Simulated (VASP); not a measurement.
The system is Sc.

```
CELL_PARAMETERS angstrom
3.30900 0.00000 0.00000
-1.65450 2.86568 0.00000
0.00000 0.00000 5.27330
ATOMIC_POSITIONS crystal
Sc 0.33333 0.66667 0.25000
Sc 0.66667 0.33333 0.75000
```

* Program: VASP 6.6.1
* Task: relaxation of cell and atoms
* Functional: PBEsol
* Potentials or basis: VASP PAW PBE potentials, release 64 (Sc_sv)
* Cutoff: 600 eV
* k mesh: 14 × 14 × 8
* Occupations: fermi-dirac, width 0.1 eV
* Spin: no spin polarisation

At the start: pressure -2.6 GPa; volume 25.00 Å³/atom.

**Question.** How do energy, volume and symmetry change on relaxing?

**Answer.** Over 6 steps the energy falls by 12.3 meV/atom and the volume is 23.74 Å³/atom (-5.0 %); space group P6_3/mmc (No. 194, to 0.1 Å) before and after.

The path:
```
step  energy change (eV)  largest force (eV/Å)  pressure (GPa)  volume (Å³)
   1              0.0000                0.0000           -2.64        50.00
   2             -0.0229                0.0000            0.53        47.07
   3             -0.0234                0.0000            0.12        47.42
   4             -0.0244                0.0000            0.06        47.45
   5             -0.0246                0.0000            0.01        47.48
   6             -0.0246                0.0000            0.01        47.48
```

Final structure:
```cif
data_structure
_symmetry_space_group_name_H-M 'P 1'
_symmetry_Int_Tables_number 1
_cell_length_a 3.2765
_cell_length_b 3.2765
_cell_length_c 5.1073
_cell_angle_alpha 90.000
_cell_angle_beta 90.000
_cell_angle_gamma 120.000
_cell_volume 47.48
loop_
_atom_site_label
_atom_site_type_symbol
_atom_site_fract_x
_atom_site_fract_y
_atom_site_fract_z
_atom_site_occupancy
Sc1 Sc 0.33333 0.66667 0.25000 1
Sc2 Sc 0.66667 0.33333 0.75000 1
```

Caveat: the PAW data sets were made with another functional, which shifts forces and pressure a little.
